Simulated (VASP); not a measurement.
# CdSe (F-43m) in VASP: a series of runs, part 2 of 3

VASP 6.6.1. Earlier steps stand in the parts before.

**3. Vibrations by perturbation theory, PBEsol (27.71 Å³/atom)**

Input file INCAR:

```
ALGO = Normal ; EDIFF = 1E-8
ENCUT = 520 ; GGA = PS
IBRION = 8 ; ISIF = 2
ISMEAR = 0 ; LASPH = T
LCHARG = T ; LREAL = F
LWAVE = F ; NBANDS = 16
NELM = 100 ; NSW = 1
PREC = Accurate ; SIGMA = 0.01
```

Input file KPOINTS:

```
k-points
0
Gamma
  6 6 6
```

Input file POSCAR:

```
CdSe
1.0
    0.0000000000      3.0260311999      3.0260311999
    3.0260311999      0.0000000000      3.0260311999
    3.0260311999      3.0260311999      0.0000000000
Cd Se
1 1
Direct
    0.0000000000      0.0000000000      0.0000000000
    0.7500000000      0.7500000000      0.7500000000
```

Potentials or basis: VASP PAW PBE potentials, release 64 (Cd, Se).

Run with:

```console
cat potpaw_PBE.64/Cd/POTCAR potpaw_PBE.64/Se/POTCAR > POTCAR
mpirun -np 1 vasp_std > vasp.out
```

OUTCAR:

```text
EDIFF = 1E-8
   ENCUT = 520
   GGA = PS
   IBRION = 8
   ISIF = 2
   ISMEAR = 0
   LASPH = T
   LREAL = F
   NELM = 100
   NSW = 1
   PREC = Accurate

 ion  position               nearest neighbor table
   1  0.000  0.000  0.000-   2 2.62   2 2.62   2 2.62   2 2.62
   2  0.750  0.750  0.750-   1 2.62   1 2.62   1 2.62   1 2.62

  LATTYP: Found a face centered cubic cell.
 ALAT       =     6.0520623998

  Lattice vectors:

 A1 = (   0.0000000000,   3.0260311999,   3.0260311999)
 A2 = (   3.0260311999,   0.0000000000,   3.0260311999)
 A3 = (   3.0260311999,   3.0260311999,   0.0000000000)

Analysis of symmetry for initial positions (statically):
=====================================================================
 Subroutine PRICEL returns:
 Original cell was already a primitive cell.

 Routine SETGRP: Setting up the symmetry group for a
 face centered cubic supercell.

 Subroutine GETGRP returns: Found 24 space group operations
 (whereof 24 operations were pure point group operations)
 out of a pool of 48 trial point group operations.

The static configuration has the point symmetry T_d .

Analysis of symmetry for dynamics (positions and initial velocities):
=====================================================================
 Subroutine PRICEL returns:
 Original cell was already a primitive cell.

 Routine SETGRP: Setting up the symmetry group for a
 face centered cubic supercell.

 Subroutine GETGRP returns: Found 24 space group operations
 (whereof 24 operations were pure point group operations)
 out of a pool of 48 trial point group operations.

The dynamic configuration has the point symmetry T_d .

 Subroutine INISYM returns: Found 24 space group operations
 (whereof 24 operations are pure point group operations),
 and found     1 'primitive' translations

----------------------------------------------------------------------------------------

                                     Primitive cell

  volume of cell :      55.4179

  direct lattice vectors                    reciprocal lattice vectors
     0.000000000  3.026031200  3.026031200    -0.165232930  0.165232930  0.165232930
     3.026031200  0.000000000  3.026031200     0.165232930 -0.165232930  0.165232930
     3.026031200  3.026031200  0.000000000     0.165232930  0.165232930 -0.165232930

  length of vectors
     4.279454363  4.279454363  4.279454363     0.286191829  0.286191829  0.286191829

  position of ions in fractional coordinates (direct lattice)
     0.000000000  0.000000000  0.000000000
     0.750000000  0.750000000  0.750000000

  ion indices of the primitive-cell ions
   primitive index   ion index
                 1           1
[... 113 lines left out ...]

 E-fermi :   1.0627     XC(G=0):  -9.1663

 val. band max:        0.9367958864   @ k =   0.0000   0.0000   0.0000
 cond. band min:       1.4468786976   @ k =   0.0000   0.0000   0.0000
 fundamental gap:      0.5100828112
 Fermi energy:         1.0627172020

 k-point     1 :       0.0000    0.0000    0.0000
  band No.  band energies     occupation
      1     -11.7731      2.00000
      2      -7.0338      2.00000
      3      -7.0338      2.00000
      4      -7.0338      2.00000
      5      -6.6361      2.00000
      6      -6.6361      2.00000
[... 283 lines left out ...]
      5      -6.6074      2.00000
      6      -6.1614      2.00000
[... 8 lines left out ...]
     15      13.7186      0.00000
     16      13.9143      0.00000

------------------------ aborting loop because EDIFF is reached ----------------------------------------

  FORCE on cell =-STRESS in cart. coord.  units (eV):
  Direction    XX          YY          ZZ          XY          YZ          ZX
  --------------------------------------------------------------------------------------
  -------------------------------------------------------------------------------------
  Total        0.4046789      0.4046789      0.4046789      0.0000000      0.0000000     -0.0000000
  in kB       11.6995992     11.6995992     11.6995992      0.0000000      0.0000000     -0.0000000
  external PRESSURE =      11.6995992 kB  Pullay stress =       0.0000000 kB

 VOLUME and BASIS-vectors are now :
 -----------------------------------------------------------------------------
  energy-cutoff  :      520.00
  volume of cell :       55.42
      direct lattice vectors                 reciprocal lattice vectors
     0.000000000  3.026031200  3.026031200    -0.165232930  0.165232930  0.165232930
     3.026031200  0.000000000  3.026031200     0.165232930 -0.165232930  0.165232930
     3.026031200  3.026031200  0.000000000     0.165232930  0.165232930 -0.165232930

 POSITION                                       TOTAL-FORCE (eV/Angst)
 -----------------------------------------------------------------------------------
      0.00000      0.00000      0.00000         0.000000      0.000000     -0.000000
      4.53905      4.53905      4.53905        -0.000000     -0.000000      0.000000
 -----------------------------------------------------------------------------------
    total drift:                                0.000000      0.000000      0.000000

  FREE ENERGIE OF THE ION-ELECTRON SYSTEM (eV)
  ---------------------------------------------------
  free  energy   TOTEN  =        -6.1685685386 eV

  energy  without entropy=       -6.1685685386  energy(sigma->0) =       -6.16856854

[... ionic steps 2 to 3 ...]

--------------------------------------- Ionic step        4  -------------------------------------------

------------------------ aborting loop because EDIFF is reached ----------------------------------------

[... ionic steps 5 to 6 ...]

--------------------------------------- Ionic step        7  -------------------------------------------

 Free energy of the ion-electron system (eV)
  ---------------------------------------------------
  ---------------------------------------------------
  free energy    TOTEN  =        -0.08430064 eV

  energy without entropy =       -0.08430064

------------------------ aborting loop because EDIFF is reached ----------------------------------------

 INTERNAL STRAIN TENSOR  FOR ION    2  DIRECTION 1   (eV/Angst):
 -----------------------------------------------------------------------------
    -0.01031  0.00000  0.00000
     0.00000  0.00938  6.77503
     0.00000  6.77503  0.00938

 INTERNAL STRAIN TENSOR FOR ION    2 for displacements in x,y,z  (eV/Angst):
          X           Y           Z          XY          YZ          ZX
  --------------------------------------------------------------------------------
  x    -0.00000     0.00000     0.00000     0.00000     6.77503     0.00000
  y    -0.00000     0.00000    -0.00000     0.00000     0.00000     6.77503
  z     0.00000     0.00000    -0.00000     6.77503     0.00000     0.00000

 SECOND DERIVATIVES (NOT SYMMETRIZED)
 ------------------------------------
               1X          1Y          1Z          2X          2Y          2Z
  1X    -5.124304    0.000000    0.000000    5.124304    0.000000    0.000000
  1Y     0.000000   -5.124304    0.000000    0.000000    5.124304    0.000000
  1Z     0.000000    0.000000   -5.124304    0.000000    0.000000    5.124304
  2X     5.156083    0.000000    0.000000   -5.156083    0.000000    0.000000
  2Y     0.000000    5.156083    0.000000    0.000000   -5.156083    0.000000
  2Z     0.000000    0.000000    5.156083    0.000000    0.000000   -5.156083

 Eigenvectors and eigenvalues of the dynamical matrix
 ----------------------------------------------------

   1 f  =    5.205810 THz    32.709071 2PiTHz  173.647143 cm-1    21.529492 meV
             X         Y         Z           dx          dy          dz
      0.000000  0.000000  0.000000     0.641174    0.000000   -0.000000
      4.539047  4.539047  4.539047    -0.767395   -0.000000   -0.000000
[... 21 lines left out ...]
   6 f/i=    0.007918 THz     0.049750 2PiTHz    0.264112 cm-1     0.032746 meV
             X         Y         Z           dx          dy          dz
      0.000000  0.000000  0.000000    -0.643292   -0.163733    0.385048
      4.539047  4.539047  4.539047    -0.537484   -0.136802    0.321715

--------------------------------------------------------------------------------------------------------

 ELASTIC MODULI CONTR FROM IONIC RELAXATION (kBar)
 Direction    XX          YY          ZZ          XY          YZ          ZX
 --------------------------------------------------------------------------------
 XX          -0.0000      0.0000      0.0000     -0.0000      0.0000      0.0000
 YY           0.0000     -0.0000      0.0000     -0.0000     -0.0000     -0.0000
 ZZ           0.0000      0.0000     -0.0000      0.0000     -0.0000      0.0000
 XY          -0.0000     -0.0000      0.0000   -262.7832      0.0000      0.0000
 YZ           0.0000     -0.0000     -0.0000      0.0000   -262.7832      0.0000
 ZX           0.0000     -0.0000      0.0000      0.0000      0.0000   -262.7832
 --------------------------------------------------------------------------------
```

OSZICAR:

```text
N       E                     dE             d eps       ncg     rms          rms(c)
DAV:   1     0.107009572226E+03    0.10701E+03   -0.87475E+03   512   0.100E+03
DAV:   2    -0.253275427990E+01   -0.10954E+03   -0.10392E+03   624   0.249E+02
DAV:   3    -0.653230002944E+01   -0.39995E+01   -0.39937E+01   608   0.494E+01
DAV:   4    -0.654892213167E+01   -0.16622E-01   -0.16621E-01   672   0.323E+00
[... 37 lines left out ...]
RMM:   7    -0.843007433309E-01   -0.90234E-06    0.34623E-08  2464   0.878E-04    0.881E-05
RMM:   8    -0.843006493568E-01    0.93974E-07   -0.14675E-08  2504   0.129E-04    0.601E-05
RMM:   9    -0.843005709440E-01    0.78413E-07   -0.21497E-08  2467   0.817E-05    0.133E-05
RMM:  10    -0.843006353060E-01   -0.64362E-07   -0.16570E-08  2519   0.128E-05    0.923E-06
RMM:  11    -0.843006440814E-01   -0.87754E-08   -0.16891E-08  2292   0.579E-06    0.228E-06
 Linear response finished
```

Run time: 4.7 min. Hardware: 1 thread of Intel Xeon 8259CL, shared host; peak memory 0.27 GiB.

What came out:

| Item | Value |
| --- | --- |
| Highest phonon frequency at Γ, LO-TO splitting left out | 174 cm⁻¹ |

Phonon frequencies in cm⁻¹ (negative: imaginary):
```csv
q point,frequencies
"(0.000, 0.000, 0.000)",0 0 0 174 174 174
```

Caveat: the cell stands under pressure or tension, which shifts response properties; the PAW data sets were made with another functional, which shifts forces and pressure a little.

**4. Vibrations by perturbation theory, PBEsol**

This run uses another cell than the first one, of 28.13 Å³/atom.

Input file INCAR:

```
SYSTEM = CdSe
PREC     = Accurate       ! precision mode
ENCUT    = 520            ! plane-wave cutoff, eV
EDIFF    = 1E-8           ! SCF threshold, eV
ISMEAR   = 0              ! smearing method
SIGMA    = 0.01           ! smearing width, eV
LREAL    = .False.        ! projectors in reciprocal space
LASPH    = .True.         ! aspherical terms in the spheres
NELM     = 60             ! most SCF steps
ALGO     = Normal         ! electronic algorithm
ISIF     = 2              ! what is computed and relaxed
LWAVE    = .False.        ! write WAVECAR
LCHARG   = .False.        ! write CHGCAR
GGA      = PS             ! functional
IBRION   = 8              ! ionic algorithm
NSW      = 1              ! ionic steps
```

Input file KPOINTS:

```
regular mesh
0
Gamma
  6 6 6
  0 0 0
```

Input file POSCAR:

```
CdSe
1.0
    0.0000000000      3.0413144450      3.0413144450
    3.0413144450      0.0000000000      3.0413144450
    3.0413144450      3.0413144450      0.0000000000
Cd Se
1 1
Direct
    0.0000000000      0.0000000000      0.0000000000
    0.7500000000      0.7500000000      0.7500000000
```

Potentials or basis: VASP PAW PBE potentials, release 64 (Cd, Se).

Run with:

```console
cat potpaw_PBE.64/Cd/POTCAR potpaw_PBE.64/Se/POTCAR > POTCAR
mpirun -np 1 vasp_std > vasp.out
```

OUTCAR:

```text
SYSTEM = CdSe
   PREC = Accurate
   ENCUT = 520
   EDIFF = 1E-8
   ISMEAR = 0
   LREAL = .False.
   LASPH = .True.
   NELM = 60
   ISIF = 2
   GGA = PS
   IBRION = 8
   NSW = 1

 ion  position               nearest neighbor table
   1  0.000  0.000  0.000-   2 2.63   2 2.63   2 2.63   2 2.63
   2  0.750  0.750  0.750-   1 2.63   1 2.63   1 2.63   1 2.63

  LATTYP: Found a face centered cubic cell.
 ALAT       =     6.0826288900

  Lattice vectors:

 A1 = (   0.0000000000,   3.0413144450,   3.0413144450)
 A2 = (   3.0413144450,   0.0000000000,   3.0413144450)
 A3 = (   3.0413144450,   3.0413144450,   0.0000000000)

Analysis of symmetry for initial positions (statically):
=====================================================================
 Subroutine PRICEL returns:
 Original cell was already a primitive cell.

 Routine SETGRP: Setting up the symmetry group for a
 face centered cubic supercell.

 Subroutine GETGRP returns: Found 24 space group operations
 (whereof 24 operations were pure point group operations)
 out of a pool of 48 trial point group operations.

The static configuration has the point symmetry T_d .

Analysis of symmetry for dynamics (positions and initial velocities):
=====================================================================
 Subroutine PRICEL returns:
 Original cell was already a primitive cell.

 Routine SETGRP: Setting up the symmetry group for a
 face centered cubic supercell.

 Subroutine GETGRP returns: Found 24 space group operations
 (whereof 24 operations were pure point group operations)
[... 430 lines left out ...]
    total drift:                                0.000000      0.000000      0.000000

  FREE ENERGIE OF THE ION-ELECTRON SYSTEM (eV)
  ---------------------------------------------------
  free  energy   TOTEN  =        -6.1725114779 eV

  energy  without entropy=       -6.1725114779  energy(sigma->0) =       -6.17251148

[... ionic steps 2 to 3 ...]

--------------------------------------- Ionic step        4  -------------------------------------------

------------------------ aborting loop because EDIFF is reached ----------------------------------------

[... ionic steps 5 to 6 ...]

--------------------------------------- Ionic step        7  -------------------------------------------

 Free energy of the ion-electron system (eV)
  ---------------------------------------------------
  ---------------------------------------------------
  free energy    TOTEN  =        -0.08434475 eV

  energy without entropy =       -0.08434475

------------------------ aborting loop because EDIFF is reached ----------------------------------------

 INTERNAL STRAIN TENSOR  FOR ION    2  DIRECTION 1   (eV/Angst):
 -----------------------------------------------------------------------------
    -0.01041  0.00000  0.00000
     0.00000  0.00944  6.20163
     0.00000  6.20163  0.00944

 INTERNAL STRAIN TENSOR FOR ION    2 for displacements in x,y,z  (eV/Angst):
          X           Y           Z          XY          YZ          ZX
  --------------------------------------------------------------------------------
  x     0.00000     0.00000     0.00000     0.00000     6.20163     0.00000
  y    -0.00000     0.00000    -0.00000     0.00000     0.00000     6.20163
  z     0.00000     0.00000     0.00000     6.20163     0.00000     0.00000

 SECOND DERIVATIVES (NOT SYMMETRIZED)
 ------------------------------------
               1X          1Y          1Z          2X          2Y          2Z
  1X    -4.887866    0.000000    0.000000    4.887866    0.000000    0.000000
  1Y     0.000000   -4.887866    0.000000    0.000000    4.887866    0.000000
  1Z     0.000000    0.000000   -4.887866    0.000000    0.000000    4.887866
  2X     4.881356    0.000000    0.000000   -4.881356    0.000000    0.000000
  2Y     0.000000    4.881356    0.000000    0.000000   -4.881356    0.000000
  2Z     0.000000    0.000000    4.881356    0.000000    0.000000   -4.881356

 Eigenvectors and eigenvalues of the dynamical matrix
 ----------------------------------------------------

   1 f  =    5.073066 THz    31.875014 2PiTHz  169.219267 cm-1    20.980506 meV
             X         Y         Z           dx          dy          dz
      0.000000  0.000000  0.000000    -0.642592    0.000000    0.000000
      4.561972  4.561972  4.561972     0.766208    0.000000    0.000000
[... 21 lines left out ...]
   6 f/i=    0.001664 THz     0.010458 2PiTHz    0.055521 cm-1     0.006884 meV
             X         Y         Z           dx          dy          dz
      0.000000  0.000000  0.000000    -0.766208    0.000000    0.000000
      4.561972  4.561972  4.561972    -0.642592    0.000000    0.000000

--------------------------------------------------------------------------------------------------------

 ELASTIC MODULI CONTR FROM IONIC RELAXATION (kBar)
 Direction    XX          YY          ZZ          XY          YZ          ZX
 --------------------------------------------------------------------------------
 XX          -0.0000     -0.0000     -0.0000      0.0000     -0.0000      0.0000
 YY          -0.0000     -0.0000     -0.0000      0.0000     -0.0000     -0.0000
 ZZ          -0.0000     -0.0000     -0.0000     -0.0000     -0.0000      0.0000
 XY           0.0000      0.0000     -0.0000   -228.5969      0.0000      0.0000
 YZ          -0.0000     -0.0000     -0.0000      0.0000   -228.5969      0.0000
 ZX           0.0000     -0.0000      0.0000      0.0000      0.0000   -228.5969
 --------------------------------------------------------------------------------
```

OSZICAR:

```text
N       E                     dE             d eps       ncg     rms          rms(c)
DAV:   1     0.107373208242E+03    0.10737E+03   -0.90598E+03   424   0.124E+03
DAV:   2    -0.190472132240E+01   -0.10928E+03   -0.10414E+03   476   0.290E+02
DAV:   3    -0.652937640084E+01   -0.46247E+01   -0.46130E+01   491   0.611E+01
[... 41 lines left out ...]
RMM:   6    -0.843438608079E-01    0.50989E-05    0.10628E-07  1959   0.117E-03    0.153E-03
RMM:   7    -0.843449406372E-01   -0.10798E-05    0.30576E-08  1922   0.111E-03    0.825E-05
RMM:   8    -0.843447603970E-01    0.18024E-06    0.66436E-09  1986   0.169E-04    0.595E-05
RMM:   9    -0.843446522201E-01    0.10818E-06   -0.18700E-09  1918   0.105E-04    0.115E-05
RMM:  10    -0.843447497736E-01   -0.97554E-07    0.10590E-09  1934   0.168E-05    0.995E-06
RMM:  11    -0.843447475637E-01    0.22099E-08    0.11501E-09  1813   0.861E-06    0.216E-06
 Linear response finished
```

stdout:

```text
POSCAR found type information on POSCAR CdSe
 POSCAR found :  2 types and       2 ions
 scaLAPACK will be used
 -----------------------------------------------------------------------------
|                                                                             |
|                                                                             |
|     You enforced a specific xc type in the INCAR file but a different       |
|     I HOPE YOU KNOW WHAT YOU ARE DOING!                                     |
|                                                                             |
 -----------------------------------------------------------------------------

 LDA part: xc-table for (Slater+PW92), standard interpolation
 POSCAR, INCAR and KPOINTS ok, starting setup
 FFT: planning ... GRIDC
 FFT: planning ... GRID_SOFT
 FFT: planning ... GRID
 WAVECAR not read
 entering main loop
 Linear response reoptimize wavefunctions to high precision
 Linear response DOF=           2
 Linear response progress:
 first order change of Fermi-energy   0.53121E+01
 force on displaced ion       1 direction 1 :  -4.888  -0.000  -0.000
 Linear response progress:
 first order change of Fermi-energy  -0.53118E+01
 force on displaced ion       2 direction 1 :  -4.881   0.000   0.000
 Linear response finished
```

Wall time 5.6 min (1 thread of Intel Xeon 8259CL, shared host); peak memory 0.26 GiB.

Results:

- Highest phonon frequency at Γ, LO-TO splitting left out: 169 cm⁻¹

Phonon frequencies in cm⁻¹ (negative: imaginary):
```csv
q point,frequencies
"(0.000, 0.000, 0.000)",0 0 0 169 169 169
```

Caveat: the PAW data sets were made with another functional, which shifts forces and pressure a little.

(Part 2 of 3 ends here.)
